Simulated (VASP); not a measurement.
# Ge: single point with PBEsol

The system is Ge.

```xyz
2
Lattice="-2.4430 2.4463 1.3435 2.4463 -2.4430 1.3435 2.4569 2.4569 -1.3375" Properties=species:S:1:pos:R:3 pbc="T T T"
Ge    0.0142    4.9028    0.0060
Ge    0.0075    2.4527    0.6747
```

| Quantity | Value |
| --- | --- |
| Program | VASP 6.6.1 |
| Task | single point |
| Functional | PBEsol |
| Potentials or basis | VASP PAW PBE potentials, release 64 (Ge_d) |
| Cutoff | 520 eV |
| k mesh | 21 × 21 × 14 |
| Occupations | fermi-dirac, width 0.1 eV |
| Spin | no spin polarisation |

```
Pressure               : 13.5 GPa
Largest force          : 0.011 eV/Å
Band gap on the k mesh : zero (bands 14 and 15 overlap by 6.41 eV)
```

Forces on the atoms (eV/Å):
```
Ge  -0.008  0.008  0.000
Ge   0.008 -0.008  0.000
```

Stress tensor (GPa, compression positive):
```
13.61 -0.32 -0.16
-0.32 13.61 -0.16
-0.16 -0.16 13.21
```

Levels at points of the mesh, in eV from the Fermi level:
```
           k point  band 12  band 13  band 14  band 15  band 16  band 17
(0.00, 0.00, 0.00)    -3.47    -2.79    -2.67     2.96     8.62     8.66
(0.00, 0.00, 0.50)   -11.52     0.65     0.65     2.40     2.40     8.19
```

It took 9.3 min on 1 thread of Oxide Virtual Turin-like Processor, with other jobs on the host, peak memory 0.83 GiB.

Caveat: the cell stands under pressure; the PAW data sets were made with another functional, which shifts forces and pressure a little.
